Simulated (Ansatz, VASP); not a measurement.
# One calculation of C, two programs

The input INCAR:

```
SYSTEM = C
PREC = Accurate
ENCUT = 520
EDIFF = 1E-6
ISMEAR = 0
SIGMA = 0.15
LREAL = .False.
LASPH = .True.
NELM = 100
ALGO = Normal
ISIF = 2
LWAVE = .False.
LCHARG = .False.
GGA = PE
IVDW = 12
NBANDS = 16
```

Contents of KPOINTS:

```
regular mesh
0
Gamma
  24 24 8
  0 0 0
```

Contents of POSCAR:

```
C
1.0
    2.5635788521      0.0000000000      0.0000000000
   -1.2817894260      2.2201244105      0.0000000000
    0.0000000000      0.0000000000      7.0079699359
C
4
Direct
    0.0000000000      0.0000000000      0.0025000000
    0.0000000000      0.0000000000      0.5025000000
    0.3333333333      0.6666666667      0.0025000000
    0.6666666667      0.3333333333      0.5025000000
```

Input for Ansatz:

```yaml
crystal:
  lattice:
    - [2.5635788521, 0.0, 0.0]
    - [-1.281789426, 2.2201244105, 0.0]
    - [0.0, 0.0, 7.0079699359]
  atoms:
    - { symbol: C, position: [0.0, 0.0, 0.0025] }
    - { symbol: C, position: [0.0, 0.0, 0.5025] }
    - { symbol: C, position: [0.3333333333, 0.6666666667, 0.0025] }
    - { symbol: C, position: [0.6666666667, 0.3333333333, 0.5025] }
basis:
  ecutwfc: 420
kpoints:
  mp_grid: { grid: [24, 24, 8] }
hamiltonian:
  xc: pbe
  dispersion: d3bj
scf:
  occupations: { method: gaussian, width: 0.15 }
output:
  forces: true
  stress: true
  eigenvalues: true
```

Change from the starting cell: strain +0.040 along x and y, +0.040 along z, atoms carried along.

Alike in both runs: task single point; functional PBE; dispersion D3(BJ); k mesh 24 × 24 × 8; occupations gaussian, width 0.15 eV; no spin polarisation.

```csv
,VASP,Ansatz
version,VASP 6.6.1,Ansatz 0.2.0
potentials or method,"VASP PAW PBE potentials, release 64 (C), cutoff 520 eV","scalar-relativistic, plane waves, PAW"
valence electrons in the cell,16,16
```

```tsv
	VASP	Ansatz	Ansatz less VASP
gap on the k mesh at the Fermi level (eV)	none	none	-
pressure (GPa)	-26.9	-27.2	-0.32
traceless stress, the component that is largest in VASP (GPa)	26.14	26.54	+0.397
```

A gap of «none» marks a metal or a gap that the smearing closes.
